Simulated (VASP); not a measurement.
Input of a VASP 6.6.1 run:

The input INCAR:

```
SYSTEM = Cd
  PREC = Accurate
  ENCUT = 630
  EDIFF = 1E-7
  ISMEAR = 0
  SIGMA = 0.05
  LREAL = .FALSE.
  LASPH = .TRUE.
  NELM = 120
  ALGO = Normal
  ISIF = 3
  LWAVE = .FALSE.
  LCHARG = .FALSE.
  GGA = CA
  IBRION = 2
  NSW = 60
  EDIFFG = -0.02
  GGA_COMPAT = .FALSE.
  NELMIN = 4
```

File KPOINTS:

```
Automatic mesh
0
G
  19 19 19
  0 0 0
```

The input POSCAR:

```
Cd
1.0
   -1.7550000000      1.7550000000      1.7550000000
    1.7550000000     -1.7550000000      1.7550000000
    1.7550000000      1.7550000000     -1.7550000000
Cd
1
Direct
    0.0000000000      0.0000000000      0.0000000000
```

Potentials or basis: VASP PAW LDA potentials, release 64 (Cd_sv_GW).

Launch:

```bash
$ cat potpaw_LDA.64/Cd_sv_GW/POTCAR > POTCAR
$ mpirun -np 1 vasp_std > vasp.out
```

(1) Estimate the relaxed volume.

(2) What does it give for the relaxed cell?

Answers

(1) 20.35 Å³/atom.

(2) a = 2.979 Å, b = 2.979 Å, c = 2.979 Å, α = 109.47°, β = 109.47°, γ = 109.47°.
